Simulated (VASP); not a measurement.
# Si40H16Ru in VASP: single point with PBEsol

Aim: the single point of Si40H16Ru with PBEsol.

Everything below comes from runs of VASP 6.6.1. Logs are shortened: lines on timing, memory, paths and dates and some standing lists are left out, and cuts for length are marked.

### 1 The cell of the first run

The cell holds a slab with vacuum, 57 atoms: a = 7.679 Å, b = 15.358 Å, c = 17.256 Å, α = 90.00°, β = 90.00°, γ = 90.00°.

### 2 Single point, PBEsol

File INCAR:

```
PREC = Accurate ; ENCUT = 400
EDIFF = 1E-6 ; ISMEAR = 0
SIGMA = 0.02 ; LREAL = Auto
LASPH = True ; NELM = 120
ALGO = Normal ; ISIF = 2
LWAVE = False ; LCHARG = False
GGA = PS ; NBANDS = 129
GGA_COMPAT = False ; NELMDL = -8
```

File KPOINTS:

```
Automatic mesh
0
Gamma
  2 1 1
```

File POSCAR:

```
Si40H16Ru
1.0
    7.6791800000      0.0000000000      0.0000000000
    0.0000000000     15.3583590000      0.0000000000
    0.0000000000      0.0000000000     17.2555000000
H Si Ru
16 40 1
Direct
    0.4093920100      0.0000000000      0.0579525400
    0.0906079700      0.0000000000      0.0579525400
    0.9093919800      0.0000000000      0.0579525400
    0.5906079500      0.0000000000      0.0579525400
    0.4093920100      0.2500000000      0.0579525400
    0.0906079700      0.2500000000      0.0579525400
    0.9093919800      0.2500000000      0.0579525400
    0.5906079500      0.2500000000      0.0579525400
    0.4093920100      0.5000000100      0.0579525400
    0.0906079700      0.5000000100      0.0579525400
    0.9093919800      0.5000000100      0.0579525400
    0.5906079500      0.5000000100      0.0579525400
    0.4093920100      0.7500000100      0.0579525400
    0.0906079700      0.7500000100      0.0579525400
    0.9093919800      0.7500000100      0.0579525400
    0.5906079500      0.7500000100      0.0579525400
    0.2499999900      0.0000000000      0.1081104600
    0.7499999700      0.0000000000      0.1081104600
    0.2499999900      0.2500000000      0.1081104600
    0.7499999700      0.2500000000      0.1081104600
    0.2499999900      0.5000000100      0.1081104600
    0.7499999700      0.5000000100      0.1081104600
    0.2499999900      0.7500000100      0.1081104600
    0.7499999700      0.7500000100      0.1081104600
    0.2399088991      0.1249448393      0.1824055804
    0.7601036733      0.1249450330      0.1823733907
    0.2520162848      0.3751963282      0.1891319679
    0.7478695998      0.3751531099      0.1892031780
    0.2505224484      0.6252600607      0.1827866136
    0.7492583849      0.6252475746      0.1827920631
    0.2520209968      0.8745659982      0.1885400393
    0.7479388771      0.8745127060      0.1884783691
   -0.0000339619      0.1247894108      0.2677467775
    0.5000444857      0.1247821864      0.2462680778
    0.0000375997      0.3807833459      0.2682944893
    0.4999273649      0.3772375995      0.2721344025
   -0.0001163866      0.6217768269      0.2576176514
    0.4998864478      0.6221338138      0.2590352943
   -0.0001167482      0.8714043293      0.2673909769
    0.4999652860      0.8747830691      0.2708836278
   -0.0034091277     -0.0025765987      0.3452412301
    0.4985955393      0.0109379495      0.3325400059
    0.0033407324      0.2531727360      0.3440004385
    0.5023596035      0.2393385424      0.3317263727
    0.0003307183      0.5069902620      0.3455874861
    0.4997431718      0.5062242142      0.3469569915
    0.0000051688      0.7440820977      0.3430440121
    0.4999617978      0.7454010807      0.3452911300
    0.2380027155      0.0503481437      0.4076892756
    0.7584113509      0.0465603088      0.4126874274
    0.2407504174      0.2022004849      0.4112356155
    0.7633854299      0.1983930665      0.4066471382
    0.2492482472      0.5315590403      0.4236832066
    0.7508207770      0.5315102982      0.4232183523
    0.2499662460      0.6718004414      0.3798060877
    0.7500154908      0.6718126939      0.3797225845
    0.5001543095      0.1253623109      0.4278414240
```

Potentials or basis: VASP PAW PBE potentials, release 64 (H, Si, Ru_pv).

Command:

```bash
$ cat potpaw_PBE.64/H/POTCAR potpaw_PBE.64/Si/POTCAR potpaw_PBE.64/Ru_pv/POTCAR > POTCAR
$ mpirun -np 1 vasp_std > vasp.out
```

OUTCAR:

```text
PREC = Accurate
   ENCUT = 400
   EDIFF = 1E-6
   ISMEAR = 0
   LREAL = Auto
   LASPH = True
   NELM = 120
   ISIF = 2
   GGA = PS
   NELMDL = -8

 ion  position               nearest neighbor table
   1  0.409  0.000  0.058-  17 1.50
   2  0.091  0.000  0.058-  17 1.50
   3  0.909  0.000  0.058-  18 1.50
   4  0.591  0.000  0.058-  18 1.50
   5  0.409  0.250  0.058-  19 1.50
   6  0.091  0.250  0.058-  19 1.50
[... 8 lines left out ...]
  15  0.909  0.750  0.058-  24 1.50
  16  0.591  0.750  0.058-  24 1.50
  17  0.250  0.000  0.108-   1 1.50   2 1.50  25 2.31  31 2.37
  18  0.750  0.000  0.108-   3 1.50   4 1.50  26 2.31  32 2.37
  19  0.250  0.250  0.108-   5 1.50   6 1.50  25 2.31  27 2.38
  20  0.750  0.250  0.108-   7 1.50   8 1.50  26 2.31  28 2.38
  21  0.250  0.500  0.108-   9 1.50  10 1.50  29 2.32  27 2.37
  22  0.750  0.500  0.108-  11 1.50  12 1.50  30 2.32  28 2.37
[... 9 lines left out ...]
  32  0.748  0.875  0.188-  24 2.36  39 2.37  18 2.37  40 2.38
  33  1.000  0.125  0.268-  26 2.36  25 2.36  41 2.37  43 2.37
  34  0.500  0.125  0.246-  26 2.28  25 2.28  44 2.30  42 2.30  57 3.13
  35  0.000  0.381  0.268-  45 2.35  43 2.36  27 2.37  28 2.37
  36  0.500  0.377  0.272-  44 2.35  46 2.36  28 2.38  27 2.38
  37  1.000  0.622  0.258-  30 2.32  29 2.32  45 2.33  47 2.39  56 2.95  55 2.95
  38  0.500  0.622  0.259-  30 2.32  29 2.32  46 2.34  48 2.41  55 2.93  56 2.93
  39  1.000  0.871  0.267-  47 2.35  41 2.36  32 2.37  31 2.37
  40  0.500  0.875  0.271-  42 2.35  48 2.37  31 2.38  32 2.38
  41  0.997  0.997  0.345-  49 2.29  50 2.30  39 2.36  33 2.37
  42  0.499  0.011  0.333-  34 2.30  40 2.35  57 2.41  49 2.46  50 2.49
  43  0.003  0.253  0.344-  52 2.30  51 2.30  35 2.36  33 2.37
  44  0.502  0.239  0.332-  34 2.30  36 2.35  57 2.41  52 2.47  51 2.50
  45  0.000  0.507  0.346-  37 2.33  35 2.35  54 2.37  53 2.37
  46  0.500  0.506  0.347-  38 2.34  36 2.36  54 2.37  53 2.37
  47  0.000  0.744  0.343-  56 2.31  55 2.31  39 2.35  37 2.39
  48  0.500  0.745  0.345-  56 2.31  55 2.31  40 2.37  38 2.41
  49  0.238  0.050  0.408-  41 2.29  51 2.33  57 2.35  42 2.46
  50  0.758  0.047  0.413-  41 2.30  52 2.33  57 2.34  42 2.49
  51  0.241  0.202  0.411-  43 2.30  57 2.33  49 2.33  44 2.50
  52  0.763  0.198  0.407-  43 2.30  50 2.33  57 2.34  44 2.47
  53  0.249  0.532  0.424-  55 2.28  46 2.37  45 2.37
  54  0.751  0.532  0.423-  56 2.28  46 2.37  45 2.37
  55  0.250  0.672  0.380-  53 2.28  48 2.31  47 2.31  38 2.93  37 2.95
  56  0.750  0.672  0.380-  54 2.28  48 2.31  47 2.31  38 2.93  37 2.95
  57  0.500  0.125  0.428-  51 2.33  50 2.34  52 2.34  49 2.35  42 2.41  44 2.41  34 3.13

  LATTYP: Found a simple orthorhombic cell.
 ALAT       =     7.6791800000
 B/A-ratio  =     1.9999998698
 C/A-ratio  =     2.2470498152

  Lattice vectors:

 A1 = (   7.6791800000,   0.0000000000,   0.0000000000)
 A2 = (   0.0000000000,  15.3583590000,   0.0000000000)
 A3 = (   0.0000000000,   0.0000000000,  17.2555000000)

Analysis of symmetry for initial positions (statically):
=====================================================================
 Subroutine PRICEL returns:
 Original cell was already a primitive cell.

 Routine SETGRP: Setting up the symmetry group for a
 simple orthorhombic supercell.

 Subroutine GETGRP returns: Found  1 space group operations
 (whereof  1 operations were pure point group operations)
 out of a pool of  8 trial point group operations.

The static configuration has the point symmetry C_1 .

Analysis of symmetry for dynamics (positions and initial velocities):
=====================================================================
 Subroutine PRICEL returns:
 Original cell was already a primitive cell.

 Routine SETGRP: Setting up the symmetry group for a
 simple orthorhombic supercell.

 Subroutine GETGRP returns: Found  1 space group operations
 (whereof  1 operations were pure point group operations)
 out of a pool of  8 trial point group operations.

The dynamic configuration has the point symmetry C_1 .

 Subroutine INISYM returns: Found  1 space group operations
 (whereof  1 operations are pure point group operations),
 and found     1 'primitive' translations

----------------------------------------------------------------------------------------

                                     Primitive cell

  volume of cell :    2035.1068

  direct lattice vectors                    reciprocal lattice vectors
     7.679180000  0.000000000  0.000000000     0.130222237  0.000000000  0.000000000
     0.000000000 15.358359000  0.000000000     0.000000000  0.065111123  0.000000000
     0.000000000  0.000000000 17.255500000     0.000000000  0.000000000  0.057952537

  length of vectors
     7.679180000 15.358359000 17.255500000     0.130222237  0.065111123  0.057952537

  position of ions in fractional coordinates (direct lattice)
     0.409392010  0.000000000  0.057952540
     0.090607970  0.000000000  0.057952540
     0.909391980  0.000000000  0.057952540
     0.590607950  0.000000000  0.057952540
     0.409392010  0.250000000  0.057952540
     0.090607970  0.250000000  0.057952540
[... 49 lines left out ...]
     0.750015491  0.671812694  0.379722585
     0.500154309  0.125362311  0.427841424

  ion indices of the primitive-cell ions
   primitive index   ion index
                 1           1
                 2           2
                 3           3
                 4           4
                 5           5
                 6           6
[... 49 lines left out ...]
                56          56
                57          57

----------------------------------------------------------------------------------------

 KPOINTS: Automatic mesh

Automatic generation of k-mesh.
 Grid dimensions read from file:
 generate k-points for:    2    1    1

 Generating k-lattice:

  Cartesian coordinates                     Fractional coordinates (reciprocal lattice)
     0.065111119  0.000000000  0.000000000     0.500000000  0.000000000  0.000000000
     0.000000000  0.065111123  0.000000000     0.000000000  1.000000000  0.000000000
     0.000000000  0.000000000  0.057952537     0.000000000  0.000000000  1.000000000

  Length of vectors
     0.065111119  0.065111123  0.057952537

  Shift w.r.t. Gamma in fractional coordinates (k-lattice)
     0.000000000  0.000000000  0.000000000

 Subroutine IBZKPT returns following result:
 ===========================================

 Found      2 irreducible k-points:

 Following reciprocal coordinates:
            Coordinates               Weight
  0.000000  0.000000  0.000000      1.000000
  0.500000  0.000000  0.000000      1.000000
   k-points           NKPTS =      2   k-points in BZ     NKDIM =      2   number of bands    NBANDS=    129
   number of dos      NEDOS =    301   number of ions     NIONS =     57
   total plane-waves  NPLWV = 600000
   dimension x,y,z NGX =    50 NGY =  100 NGZ =  120
   dimension x,y,z NGXF=   100 NGYF=  200 NGZF=  240
   ions per type =              16  40   1
   NGX,Y,Z   is equivalent  to a cutoff of  10.82, 10.82, 11.56 a.u.
   NGXF,Y,Z  is equivalent  to a cutoff of  21.65, 21.65, 23.12 a.u.
 SYSTEM =  unknown system
   PREC   = accura    normal or accurate (medium, high low for compatibility)
   ISTART =      0    job   : 0-new  1-cont  2-samecut
   ICHARG =      2    charge: 1-file 2-atom 10-const
   ISPIN  =      1    spin polarized calculation?
   LNONCOLLINEAR =      F non collinear calculations
   LSORBIT =      F    spin-orbit coupling
   LASPH  =      T    aspherical Exc in radial PAW
   ENCUT  =  400.0 eV  29.40 Ry    5.42 a.u.  12.52 25.05 28.14*2*pi/ulx,y,z
   NELM   =    120;   NELMIN=  2; NELMDL= -8     # of ELM steps
   EDIFF  = 0.1E-05   stopping-criterion for ELM
   LREAL  =      T    real-space projection
   EDIFFG = 0.1E-04   stopping-criterion for IOM
   NSW    =      0    number of steps for IOM
[... 5 lines left out ...]
   TEBEG  =    0.0;   TEEND  =   0.0 temperature during run
   PSTRESS=    0.0 pullay stress
   NELECT =     190.0000    total number of electrons
   NUPDOWN=      -1.0000    fix difference up-down
   EMIN   =  10.00;   EMAX   =-10.00  energy-range for DOS
   EFERMI =   0.00;   METHOD = LEGACY
   ISMEAR =     0;   SIGMA  =   0.02  broadening in eV -4-tet -1-fermi 0-gaus
   EFERMI_NEDOS =   21; number of points for ismear=-14 and -15
   IALGO  =     38    algorithm
   IMIX   =      4    mixing-type and parameters
     AMIX     =   0.40;   BMIX     =  1.00
     AMIX_MAG =   1.60;   BMIX_MAG =  1.00
  volume/ion in A,a.u.               =      35.70       240.94
  Fermi-wavevector in a.u.,A,eV,Ry     =   0.742672  1.403446  7.504449  0.551561
  Thomas-Fermi vector in A             =   1.837606
   LORBIT       =      0    0 simple, 1 ext, 2 COOP (PROOUT), +10 PAW based schemes
   GGA     = PS    functional components
   LHFCALC =     F    Hartree Fock is set to
   AEXX    =    0.0000 exact exchange contribution
   IVDW    =     0    specifies the selected vdW correction
   LEPSILON=     F    determine dielectric tensor
   LRPA    =     F    only Hartree local field effects (RPA)
 non-spin polarized calculation
 Gauss-broadening in eV      SIGMA  =   0.02
  energy-cutoff  :      400.00
  volume of cell :     2035.11
 maximum number of plane-waves:     36987
   NGX = 25   NGY = 51   NGZ = 57

 number of electron     190.0000006 magnetization

 Free energy of the ion-electron system (eV)
  ---------------------------------------------------
  ext. energy  EPLUGINS =         0.00000000
  ---------------------------------------------------
  free energy    TOTEN  =      -275.70103557 eV

  energy without entropy =     -275.70103557  energy(sigma->0) =     -275.70103557

 E-fermi :  -0.1774     XC(G=0):  -4.8774

 val. band max:       -0.2897380249   @ k =   0.5000   0.0000   0.0000
 cond. band min:       0.1560803531   @ k =   0.0000   0.0000   0.0000
 fundamental gap:      0.4458183781
 Fermi energy:        -0.1773517437

 k-point     1 :       0.0000    0.0000    0.0000
  band No.  band energies     occupation
      1     -42.8340      2.00000
      2     -42.4635      2.00000
      3     -42.3369      2.00000
      4     -12.2327      2.00000
      5     -11.9337      2.00000
      6     -11.2438      2.00000
[... 99 lines left out ...]
    106       1.3701      0.00000
    107       1.5278      0.00000

 k-point     2 :       0.5000    0.0000    0.0000
  band No.  band energies     occupation
      1     -42.8340      2.00000
      2     -42.4636      2.00000
      3     -42.3369      2.00000
      4     -11.6968      2.00000
      5     -11.6671      2.00000
      6     -11.3990      2.00000
[... 99 lines left out ...]
    106       1.5932      0.00000
    107       1.6080      0.00000
 [bands above 107 left out]

------------------------ aborting loop because EDIFF is reached ----------------------------------------

  FORCE on cell =-STRESS in cart. coord.  units (eV):
  Direction    XX          YY          ZZ          XY          YZ          ZX
  --------------------------------------------------------------------------------------
  -------------------------------------------------------------------------------------
  Total       36.5771552      1.1267063      0.3720736      0.0495861     -0.0019877     -0.0077649
  in kB       28.7960751      0.8870214      0.2929222      0.0390376     -0.0015649     -0.0061131
  external PRESSURE =       9.9920062 kB  Pullay stress =       0.0000000 kB

 VOLUME and BASIS-vectors are now :
 -----------------------------------------------------------------------------
  energy-cutoff  :      400.00
  volume of cell :     2035.11
      direct lattice vectors                 reciprocal lattice vectors
     7.679180000  0.000000000  0.000000000     0.130222237  0.000000000  0.000000000
     0.000000000 15.358359000  0.000000000     0.000000000  0.065111123  0.000000000
     0.000000000  0.000000000 17.255500000     0.000000000  0.000000000  0.057952537

 POSITION                                       TOTAL-FORCE (eV/Angst)
 -----------------------------------------------------------------------------------
      3.14379      0.00000      1.00000        -0.440199     -0.043517     -0.023912
      0.69579      0.00000      1.00000         0.467451     -0.196705     -0.102440
      6.98338      0.00000      1.00000        -0.468136     -0.199187     -0.104053
      4.53538      0.00000      1.00000         0.440058     -0.043519     -0.022635
      3.14379      3.83959      1.00000        -0.442836      0.020020     -0.026139
      0.69579      3.83959      1.00000         0.469671      0.172984     -0.101312
[... 49 lines left out ...]
      5.75950     10.31794      6.55230        -0.000249      0.003389     -0.001936
      3.84077      1.92536      7.38262        -0.007130      0.013910      0.047831
 -----------------------------------------------------------------------------------
    total drift:                               -0.003347      0.006230      0.003802

  FREE ENERGIE OF THE ION-ELECTRON SYSTEM (eV)
  ---------------------------------------------------
  free  energy   TOTEN  =      -275.7010355750 eV

  energy  without entropy=     -275.7010355750  energy(sigma->0) =     -275.70103557
```

Wall time 27 min (1 thread of AMD EPYC 7R43 (Zen 3), shared host); peak memory 1.2 GiB.

What came out:

```
Free energy            : -275.7010 eV
Largest force          : 0.519 eV/Å
Band gap on the k mesh : 0.45 eV (least direct gap 0.51 eV)
```

Forces on the atoms (eV/Å):
```
H   -0.440 -0.044 -0.024
H    0.467 -0.197 -0.102
H   -0.468 -0.199 -0.104
H    0.440 -0.044 -0.023
H   -0.443  0.020 -0.026
H    0.470  0.173 -0.101
H   -0.469  0.173 -0.100
H    0.443  0.020 -0.028
H   -0.447 -0.054 -0.083
H    0.456 -0.078 -0.054
H   -0.455 -0.076 -0.054
H    0.446 -0.057 -0.082
H   -0.472  0.069 -0.068
H    0.491  0.093 -0.042
H   -0.491  0.093 -0.040
H    0.474  0.066 -0.070
Si  -0.194 -0.194  0.124
Si   0.200 -0.198  0.120
Si  -0.192  0.278  0.137
Si   0.187  0.278  0.138
Si   0.071 -0.242  0.118
Si  -0.067 -0.248  0.123
Si   0.052  0.185  0.081
Si  -0.059  0.180  0.077
Si  -0.003 -0.001  0.000
Si   0.002  0.001  0.000
Si  -0.001 -0.002 -0.002
Si   0.001  0.000 -0.001
Si   0.000  0.002  0.000
Si   0.000  0.002  0.002
Si  -0.001  0.001 -0.002
Si   0.000 -0.001 -0.002
Si   0.004  0.002 -0.001
Si   0.002 -0.009 -0.009
Si   0.003  0.003  0.001
Si  -0.002  0.003  0.001
Si   0.004  0.000  0.001
Si  -0.002 -0.001  0.000
Si   0.002 -0.001  0.005
Si   0.000 -0.003  0.002
Si  -0.004  0.001 -0.009
Si   0.000 -0.014 -0.004
Si   0.000  0.010 -0.009
Si  -0.009  0.025 -0.002
Si  -0.004 -0.003  0.001
Si   0.003 -0.002  0.001
Si  -0.001  0.010 -0.001
Si   0.000  0.018  0.003
Si  -0.007 -0.017  0.007
Si   0.014 -0.025  0.000
Si  -0.003  0.011  0.004
Si   0.005  0.003  0.015
Si  -0.001 -0.016  0.015
Si  -0.001 -0.014  0.026
Si   0.002  0.005 -0.005
Si   0.000  0.003 -0.002
Ru  -0.007  0.014  0.048
```

Caveat: the PAW data sets were made with another functional, which shifts forces and pressure a little.
